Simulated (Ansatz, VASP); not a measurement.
## Nb16H: VASP beside Ansatz

```
CELL_PARAMETERS angstrom
6.60000 0.00000 0.00000
0.00000 6.60000 0.00000
0.00000 0.00000 6.60000
ATOMIC_POSITIONS crystal
Nb 0.99926 0.00100 0.00018
Nb 0.49929 0.99983 0.00255
Nb 0.99926 0.49890 0.00017
Nb 0.99937 0.00633 0.49457
Nb 0.24926 0.24995 0.24777
Nb 0.49929 0.50007 0.00254
Nb 0.49931 0.99980 0.50187
Nb 0.74946 0.24995 0.24784
Nb 0.99937 0.49356 0.49457
Nb 0.25029 0.74995 0.25015
Nb 0.24924 0.24995 0.74847
Nb 0.49930 0.50010 0.50187
Nb 0.74832 0.74995 0.25023
Nb 0.74940 0.24995 0.74848
Nb 0.25561 0.74995 0.75575
Nb 0.74281 0.74995 0.75583
H 0.99908 0.74995 0.62542
```

Alike in both runs: functional PBE; k mesh 3 × 3 × 3; occupations gaussian, width 0.1 eV; no spin polarisation.

Ansatz relaxed the structure, and its values are those at the end. VASP's run is a single point on that final structure, the one shown.

|  | VASP | Ansatz |
| --- | --- | --- |
| version | VASP 6.6.1 | Ansatz 0.2.0 |
| potentials or method | VASP PAW PBE potentials, release 64 (Nb_sv, H), cutoff 520 eV | scalar-relativistic, plane waves, PAW |
| valence electrons in the cell | 209 | 209 |

|  | VASP | Ansatz | Ansatz less VASP |
| --- | --- | --- | --- |
| rms of the force components (eV/Å) | 0.003 | 0.004 | +0.0004 |
